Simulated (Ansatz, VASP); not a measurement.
## Rh: VASP beside Ansatz

```
CELL_PARAMETERS angstrom
2.68874 0.00000 0.00000
-1.34437 2.32851 0.00000
0.00000 0.00000 4.32902
ATOMIC_POSITIONS crystal
Rh 0.66667 0.33333 0.75000
Rh 0.33333 0.66667 0.25000
```

Alike in both runs: task single point; functional PBEsol; k mesh 18 × 18 × 10; occupations gaussian, width 0.1 eV; no spin polarisation.

|  | VASP | Ansatz |
| --- | --- | --- |
| version | VASP 6.6.1 | Ansatz 0.2.0 |
| potentials or method | VASP PAW PBE potentials, release 64 (Rh_pv), cutoff 520 eV | scalar-relativistic, plane waves, PAW |
| valence electrons in the cell | 30 | 34 |

|  | VASP | Ansatz | Ansatz less VASP |
| --- | --- | --- | --- |
| gap on the k mesh at the Fermi level (eV) | none | none | - |
| pressure (GPa) | 0.0 | 0.0 | -0.01 |

VASP's potentials were made for PBE, not for PBEsol. A gap of «none» marks a metal or a gap that the smearing closes. VASP's potentials hold 30 valence electrons a cell and Ansatz's 34, so a difference there can come from the potentials and not from the codes.
